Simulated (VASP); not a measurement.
# Y (a cell with a defect) in VASP: a series of runs

The runs below take Y (a cell with a defect) through single point, with PBE.

Program: VASP 6.6.1. These are calculated values, not measurements. Logs are shortened: lines on timing, memory, paths and dates and some standing lists are left out, and cuts for length are marked.

## 1. The cell of the first run

The cell holds a defect, 7 atoms: a = 7.077 Å, b = 7.077 Å, c = 7.077 Å, α = 60.00°, β = 60.00°, γ = 60.00°.

## 2. Single point, PBE

INCAR

```
SYSTEM = Y
PREC = Accurate
ENCUT = 520
EDIFF = 1E-7
ISMEAR = -1
SIGMA = 0.05
LREAL = .False.
LASPH = .True.
NELM = 100
ALGO = Normal
ISIF = 2
LWAVE = .False.
LCHARG = .False.
GGA = PE
NBANDS = 48
```

KPOINTS

```
regular mesh
0
Gamma
  3 3 3
  0 0 0
```

POSCAR

```
Y
1.0
    0.0000000000      5.0042020000      5.0042020000
    5.0042020000      0.0000000000      5.0042020000
    5.0042020000      5.0042020000      0.0000000000
Y
7
Direct
    0.0611088441     -0.0051978317     -0.0591101239
   -0.0615362849     -0.0036859024      0.5019975213
   -0.0007545659      0.4950609508      0.3613227444
    0.4975329733      0.0007035088      0.0618603126
    0.5003326205     -0.0028161333      0.5012290671
    0.6434477465      0.4979963838      0.0016187396
    0.3586779670      0.4985937818      0.6407994721
```

Potentials or basis: VASP PAW PBE potentials, release 64 (Y_sv).

Launch:

```console
> cat potpaw_PBE.64/Y_sv/POTCAR > POTCAR
> mpirun -np 1 vasp_std > vasp.out
```

OUTCAR:

```text
SYSTEM = Y
   PREC = Accurate
   ENCUT = 520
   EDIFF = 1E-7
   ISMEAR = -1
   LREAL = .False.
   LASPH = .True.
   NELM = 100
   ISIF = 2
   GGA = PE

 ion  position               nearest neighbor table
   1  0.061  0.995  0.941-   5 3.11   3 3.36   6 3.37   2 3.61   4 3.62   4 3.62   2 3.62   3 3.91
                             6 3.91   5 3.97   7 4.11   7 4.14
   2  0.938  0.996  0.502-   5 3.10   7 3.35   3 3.35   1 3.61   4 3.61   4 3.62   1 3.62   7 3.91
                             3 3.92   5 3.98   6 4.10   6 4.11
   3  0.999  0.495  0.361-   2 3.35   1 3.36   5 3.67   5 3.68   1 3.91   2 3.92   7 3.93   6 3.94
                             7 3.94   6 3.96   4 4.10   4 4.14
   4  0.498  0.001  0.062-   5 3.11   7 3.35   6 3.36   2 3.61   1 3.62   1 3.62   2 3.62   7 3.91
                             6 3.92   5 3.97   3 4.10   3 4.14
   5  0.500  0.997  0.501-   2 3.10   4 3.11   1 3.11   7 3.67   3 3.67   7 3.68   6 3.68   3 3.68
                             6 3.68   1 3.97   4 3.97   2 3.98
   6  0.643  0.498  0.002-   4 3.36   1 3.37   5 3.68   5 3.68   1 3.91   4 3.92   7 3.93   3 3.94
                             3 3.96   7 3.96   2 4.10   2 4.11
   7  0.359  0.499  0.641-   2 3.35   4 3.35   5 3.67   5 3.68   4 3.91   2 3.91   6 3.93   3 3.93
                             3 3.94   6 3.96   1 4.11   1 4.14

  LATTYP: Found a face centered cubic cell.
 ALAT       =    10.0084040000

  Lattice vectors:

 A1 = (   0.0000000000,   5.0042020000,   5.0042020000)
 A2 = (   5.0042020000,   0.0000000000,   5.0042020000)
 A3 = (   5.0042020000,   5.0042020000,   0.0000000000)

Analysis of symmetry for initial positions (statically):
=====================================================================
 Subroutine PRICEL returns:
 Original cell was already a primitive cell.

 Routine SETGRP: Setting up the symmetry group for a
 face centered cubic supercell.

 Subroutine GETGRP returns: Found  1 space group operations
 (whereof  1 operations were pure point group operations)
 out of a pool of 48 trial point group operations.

The static configuration has the point symmetry C_1 .

Analysis of symmetry for dynamics (positions and initial velocities):
=====================================================================
 Subroutine PRICEL returns:
 Original cell was already a primitive cell.

 Routine SETGRP: Setting up the symmetry group for a
 face centered cubic supercell.

 Subroutine GETGRP returns: Found  1 space group operations
 (whereof  1 operations were pure point group operations)
 out of a pool of 48 trial point group operations.

The dynamic configuration has the point symmetry C_1 .

 Subroutine INISYM returns: Found  1 space group operations
 (whereof  1 operations are pure point group operations),
 and found     1 'primitive' translations

----------------------------------------------------------------------------------------

                                     Primitive cell

  volume of cell :     250.6308

  direct lattice vectors                    reciprocal lattice vectors
     0.000000000  5.004202000  5.004202000    -0.099916031  0.099916031  0.099916031
     5.004202000  0.000000000  5.004202000     0.099916031 -0.099916031  0.099916031
     5.004202000  5.004202000  0.000000000     0.099916031  0.099916031 -0.099916031

  length of vectors
     7.077010337  7.077010337  7.077010337     0.173059641  0.173059641  0.173059641

  position of ions in fractional coordinates (direct lattice)
     0.061108844  0.994802168  0.940889876
     0.938463715  0.996314098  0.501997521
     0.999245434  0.495060951  0.361322744
     0.497532973  0.000703509  0.061860313
     0.500332621  0.997183867  0.501229067
     0.643447747  0.497996384  0.001618740
     0.358677967  0.498593782  0.640799472

  ion indices of the primitive-cell ions
   primitive index   ion index
                 1           1
                 2           2
                 3           3
                 4           4
                 5           5
                 6           6
                 7           7

----------------------------------------------------------------------------------------

 KPOINTS: regular mesh

Automatic generation of k-mesh.
 Grid dimensions read from file:
 generate k-points for:    3    3    3

 Generating k-lattice:

  Cartesian coordinates                     Fractional coordinates (reciprocal lattice)
    -0.033305344  0.033305344  0.033305344     0.333333333  0.000000000  0.000000000
     0.033305344 -0.033305344  0.033305344     0.000000000  0.333333333  0.000000000
     0.033305344  0.033305344 -0.033305344     0.000000000  0.000000000  0.333333333

  Length of vectors
     0.057686547  0.057686547  0.057686547

  Shift w.r.t. Gamma in fractional coordinates (k-lattice)
     0.000000000  0.000000000  0.000000000

 Subroutine IBZKPT returns following result:
 ===========================================

 Found     14 irreducible k-points:

 Following reciprocal coordinates:
            Coordinates               Weight
  0.000000  0.000000  0.000000      1.000000
  0.333333  0.000000  0.000000      2.000000
  0.000000  0.333333  0.000000      2.000000
  0.000000  0.000000  0.333333      2.000000
  0.333333  0.333333  0.333333      2.000000
  0.333333  0.333333  0.000000      2.000000
  0.000000  0.333333  0.333333      2.000000
  0.333333  0.000000  0.333333      2.000000
 -0.333333  0.333333  0.000000      2.000000
  0.000000 -0.333333  0.333333      2.000000
  0.333333  0.000000 -0.333333      2.000000
  0.333333  0.333333 -0.333333      2.000000
 -0.333333  0.333333 -0.333333      2.000000
  0.333333 -0.333333 -0.333333      2.000000
   k-points           NKPTS =     14   k-points in BZ     NKDIM =     14   number of bands    NBANDS=     48
   number of dos      NEDOS =    301   number of ions     NIONS =      7
   total plane-waves  NPLWV = 157464
   dimension x,y,z NGX =    54 NGY =   54 NGZ =   54
   dimension x,y,z NGXF=   108 NGYF=  108 NGZF=  108
   ions per type =               7
   NGX,Y,Z   is equivalent  to a cutoff of  12.69, 12.69, 12.69 a.u.
   NGXF,Y,Z  is equivalent  to a cutoff of  25.37, 25.37, 25.37 a.u.
 SYSTEM =  Y
   PREC   = accura    normal or accurate (medium, high low for compatibility)
   ISTART =      0    job   : 0-new  1-cont  2-samecut
   ICHARG =      2    charge: 1-file 2-atom 10-const
   ISPIN  =      1    spin polarized calculation?
   LNONCOLLINEAR =      F non collinear calculations
   LSORBIT =      F    spin-orbit coupling
   LASPH  =      T    aspherical Exc in radial PAW
   ENCUT  =  520.0 eV  38.22 Ry    6.18 a.u.  13.16 13.16 13.16*2*pi/ulx,y,z
   NELM   =    100;   NELMIN=  2; NELMDL= -5     # of ELM steps
   EDIFF  = 0.1E-06   stopping-criterion for ELM
   LREAL  =      F    real-space projection
   EDIFFG = 0.1E-05   stopping-criterion for IOM
   NSW    =      0    number of steps for IOM
   IBRION =     -1    ionic relax: 0-MD 1-quasi-New 2-CG
   NFREE  =      0    steps in history (QN), initial steepest desc. (CG)
   ISIF   =      2    stress and relaxation
   ISYM   =      2    0-nonsym 1-usesym 2-fastsym
   POTIM  = 0.5000    time-step for ionic-motion
   TEBEG  =    0.0;   TEEND  =   0.0 temperature during run
   PSTRESS=    0.0 pullay stress
   NELECT =      77.0000    total number of electrons
   NUPDOWN=      -1.0000    fix difference up-down
   EMIN   =  10.00;   EMAX   =-10.00  energy-range for DOS
   EFERMI =   0.00;   METHOD = LEGACY
   ISMEAR =    -1;   SIGMA  =   0.05  broadening in eV -4-tet -1-fermi 0-gaus
   EFERMI_NEDOS =   21; number of points for ismear=-14 and -15
   IALGO  =     38    algorithm
   IMIX   =      4    mixing-type and parameters
     AMIX     =   0.40;   BMIX     =  1.00
     AMIX_MAG =   1.60;   BMIX_MAG =  1.00
  volume/ion in A,a.u.               =      35.80       241.62
  Fermi-wavevector in a.u.,A,eV,Ry     =   1.104656  2.087496 16.602700  1.220264
  Thomas-Fermi vector in A             =   2.241132
   LORBIT       =      0    0 simple, 1 ext, 2 COOP (PROOUT), +10 PAW based schemes
   GGA     = PE    functional components
   LHFCALC =     F    Hartree Fock is set to
   AEXX    =    0.0000 exact exchange contribution
   IVDW    =     0    specifies the selected vdW correction
   LEPSILON=     F    determine dielectric tensor
   LRPA    =     F    only Hartree local field effects (RPA)
 non-spin polarized calculation
  energy-cutoff  :      520.00
  volume of cell :      250.63
 maximum number of plane-waves:      6774
 NGX is ok and might be reduce to    54
   NGX = 27   NGY = 27   NGZ = 27

 number of electron      77.0000001 magnetization

 Free energy of the ion-electron system (eV)
  ---------------------------------------------------
  ext. energy  EPLUGINS =         0.00000000
  ---------------------------------------------------
  free energy    TOTEN  =       -43.53543828 eV

  energy without entropy =      -43.45402927  energy(sigma->0) =      -43.49473378

 E-fermi :   2.5076     XC(G=0):  -9.0735

 val. band max:        2.4837992890   @ k =   0.3333   0.0000  -0.3333
 cond. band min:       2.5487647980   @ k =  -0.3333   0.3333  -0.3333
 fundamental gap:      0.0649655090
 Fermi energy:         2.5075797690

 k-point     1 :       0.0000    0.0000    0.0000
  band No.  band energies     occupation
      1     -40.6551      2.00000
      2     -40.6432      2.00000
      3     -40.6379      2.00000
      4     -40.2836      2.00000
      5     -40.2537      2.00000
      6     -40.2408      2.00000
[... 40 lines left out ...]
     47       4.2385      0.00000
     48       4.2463      0.00000

 k-point     2 :       0.3333    0.0000    0.0000
  band No.  band energies     occupation
      1     -40.6530      2.00000
      2     -40.6436      2.00000
      3     -40.6391      2.00000
      4     -40.2754      2.00000
      5     -40.2587      2.00000
      6     -40.2443      2.00000
[... 40 lines left out ...]
     47       3.9536      0.00000
     48       4.1515      0.00000

 k-point     3 :       0.0000    0.3333    0.0000
  band No.  band energies     occupation
      1     -40.6536      2.00000
      2     -40.6432      2.00000
      3     -40.6382      2.00000
      4     -40.2854      2.00000
      5     -40.2535      2.00000
      6     -40.2405      2.00000
[... 40 lines left out ...]
     47       3.9140      0.00000
     48       3.9788      0.00000

 k-point     4 :       0.0000    0.0000    0.3333
  band No.  band energies     occupation
      1     -40.6526      2.00000
      2     -40.6447      2.00000
      3     -40.6384      2.00000
      4     -40.2761      2.00000
      5     -40.2571      2.00000
      6     -40.2452      2.00000
[... 448 lines left out ...]
     47       3.7811      0.00000
     48       3.8402      0.00000

 k-point    13 :      -0.3333    0.3333   -0.3333
  band No.  band energies     occupation
      1     -40.6522      2.00000
      2     -40.6430      2.00000
      3     -40.6398      2.00000
      4     -40.2765      2.00000
      5     -40.2591      2.00000
      6     -40.2437      2.00000
[... 40 lines left out ...]
     47       3.7254      0.00000
     48       3.9855      0.00000

 k-point    14 :       0.3333   -0.3333   -0.3333
  band No.  band energies     occupation
      1     -40.6516      2.00000
      2     -40.6437      2.00000
      3     -40.6401      2.00000
      4     -40.2695      2.00000
      5     -40.2614      2.00000
      6     -40.2480      2.00000
[... 40 lines left out ...]
     47       3.7789      0.00000
     48       3.8316      0.00000

------------------------ aborting loop because EDIFF is reached ----------------------------------------

  FORCE on cell =-STRESS in cart. coord.  units (eV):
  Direction    XX          YY          ZZ          XY          YZ          ZX
  --------------------------------------------------------------------------------------
  -------------------------------------------------------------------------------------
  Total       -4.3575258     -4.2668314     -4.2865708     -0.5968803     -0.6282093      0.5892243
  in kB      -27.8558273    -27.2760557    -27.4022417     -3.8156047     -4.0158773      3.7666625
  external PRESSURE =     -27.5113749 kB  Pullay stress =       0.0000000 kB

 VOLUME and BASIS-vectors are now :
 -----------------------------------------------------------------------------
  energy-cutoff  :      520.00
  volume of cell :      250.63
      direct lattice vectors                 reciprocal lattice vectors
     0.000000000  5.004202000  5.004202000    -0.099916031  0.099916031  0.099916031
     5.004202000  0.000000000  5.004202000     0.099916031 -0.099916031  0.099916031
     5.004202000  5.004202000  0.000000000     0.099916031  0.099916031 -0.099916031

 POSITION                                       TOTAL-FORCE (eV/Angst)
 -----------------------------------------------------------------------------------
      9.68659      5.01420      5.28399         0.013188      0.002034      0.007007
      7.49785      7.20836      9.68202        -0.003322     -0.011769     -0.008177
      4.28552      6.80856      7.47781         0.015048     -0.007315      0.010058
      0.31308      2.79932      2.49328        -0.011475      0.015213      0.003267
      7.49836      5.01202      7.49388         0.003106     -0.005696     -0.007825
      2.50017      3.22804      5.71202        -0.005592      0.005936     -0.003888
      5.70175      5.00159      4.28996        -0.010954      0.001597     -0.000443
 -----------------------------------------------------------------------------------
    total drift:                               -0.000014      0.000023     -0.000069

  FREE ENERGIE OF THE ION-ELECTRON SYSTEM (eV)
  ---------------------------------------------------
  free  energy   TOTEN  =       -43.5354382792 eV

  energy  without entropy=      -43.4540292746  energy(sigma->0) =      -43.49473378
```

Wall time 9.2 min (1 thread of Intel Xeon 8259CL, shared host); peak memory 0.46 GiB.

Results:

* Free energy: -43.5354 eV
* Pressure: -2.8 GPa
* Largest force: 0.020 eV/Å
* Band gap on the k mesh: zero (an odd number of electrons rules out a gap without spin polarisation)

Forces on the atoms (eV/Å):
```
Y    0.013  0.002  0.007
Y   -0.003 -0.012 -0.008
Y    0.015 -0.007  0.010
Y   -0.011  0.015  0.003
Y    0.003 -0.006 -0.008
Y   -0.006  0.006 -0.004
Y   -0.011  0.002  0.000
```

Stress tensor (GPa, compression positive):
```
-2.79 -0.38  0.38
-0.38 -2.73 -0.40
 0.38 -0.40 -2.74
```

Caveat: the k points lie up to 0.36 Å⁻¹ apart, too coarse for converged energies and pressures of a metal.

## 3. Single point, PBE

INCAR

```
PREC     = Accurate       # precision mode
ENCUT    = 520            # plane-wave cutoff, eV
EDIFF    = 1E-6           # SCF threshold, eV
ISMEAR   = -1             # smearing method
SIGMA    = 0.05           # smearing width, eV
LREAL    = F              # projectors in reciprocal space
LASPH    = T              # aspherical terms in the spheres
NELM     = 80             # most SCF steps
ALGO     = Normal         # electronic algorithm
ISIF     = 2              # what is computed and relaxed
LWAVE    = F              # write WAVECAR
LCHARG   = F              # write CHGCAR
GGA      = PE             # functional
NBANDS   = 48             # bands
```

KPOINTS

```
Automatic mesh
0
Gamma
  3 3 3
```

POSCAR

```
Y
1.0
    0.0000000000      5.0042020000      5.0042020000
    5.0042020000      0.0000000000      5.0042020000
    5.0042020000      5.0042020000      0.0000000000
Y
7
Direct
    0.0003243274      0.1390889097     -0.1405103151
   -0.0002712720     -0.1437399010      0.5008833576
    0.0001670596      0.4979345358      0.1443404962
    0.5000957196     -0.0021897597      0.0014491821
    0.4998578195     -0.0020923416      0.4400033212
    0.5009328161      0.5589114908      0.0011923979
    0.4994724434      0.4366790150      0.5630294301
```

Potentials or basis: VASP PAW PBE potentials, release 64 (Y_sv).

Launch:

```console
> cat potpaw_PBE.64/Y_sv/POTCAR > POTCAR
> mpirun -np 1 vasp_std > vasp.out
```

Wall time 7.8 min (1 thread of Intel Xeon 8259CL, shared host); peak memory 0.46 GiB.

It converged, with:

```
Free energy            : -43.5358 eV
Pressure               : -2.8 GPa
Largest force          : 0.006 eV/Å
Band gap on the k mesh : zero (an odd number of electrons rules out a gap without spin polarisation)
```

Forces in eV/Å, atoms in the order of the input:
```
Y    0.001  0.003 -0.002
Y    0.003  0.001  0.003
Y   -0.004 -0.004  0.000
Y    0.000  0.000  0.000
Y    0.002  0.002  0.000
Y   -0.001 -0.001 -0.003
Y   -0.001 -0.002  0.003
```

Stress tensor (GPa, compression positive):
```
-2.77 -0.39 -0.38
-0.39 -2.77  0.38
-0.38  0.38 -2.77
```

Levels at points of the mesh, in eV from the Fermi level:
```csv
k point,band 34,band 35,band 36,band 37,band 38,band 39,band 40,band 41,band 42,band 43
"(0.00, 0.00, 0.00)",-0.95,-0.94,-0.91,-0.24,-0.23,-0.03,0.42,0.43,0.79,0.80
```

Caveat: the k points lie up to 0.36 Å⁻¹ apart, too coarse for converged energies and pressures of a metal.
